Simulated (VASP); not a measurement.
A run of VASP 6.6.1 is set up as follows.

File INCAR:

```
SYSTEM = NaCl
PREC = Accurate ; ENCUT = 520
EDIFF = 1E-6 ; ISMEAR = 0
SIGMA = 0.019000000000000003 ; LREAL = .False.
LASPH = .True. ; NELM = 60
ALGO = Normal ; ISIF = 2
LWAVE = .False. ; LCHARG = .False.
GGA = PE ; NBANDS = 14
```

KPOINTS

```
regular mesh
0
Gamma
  8 8 8
  0 0 0
```

The input POSCAR:

```
NaCl
1.0
    0.0000000000      2.7940632177      2.7940632177
    2.7940632177      0.0000000000      2.7940632177
    2.7940632177      2.7940632177      0.0000000000
Cl Na
1 1
Direct
    0.5000000000      0.5000000000      0.5000000000
    0.0000000000      0.0000000000      0.0000000000
```

Potentials or basis: VASP PAW PBE potentials, release 64 (Cl, Na_pv).

The run is started by

```bash
$ cat potpaw_PBE.64/Cl/POTCAR potpaw_PBE.64/Na_pv/POTCAR > POTCAR
$ mpirun -np 1 vasp_std > vasp.out
```

**Question.** Estimate the pressure.

**Answer.** 1.5 GPa.

**Question.** Estimate the band gap on the k mesh.

**Answer.** 5.22 eV, direct.

As with any semilocal functional, this PBE gap is likely too small.
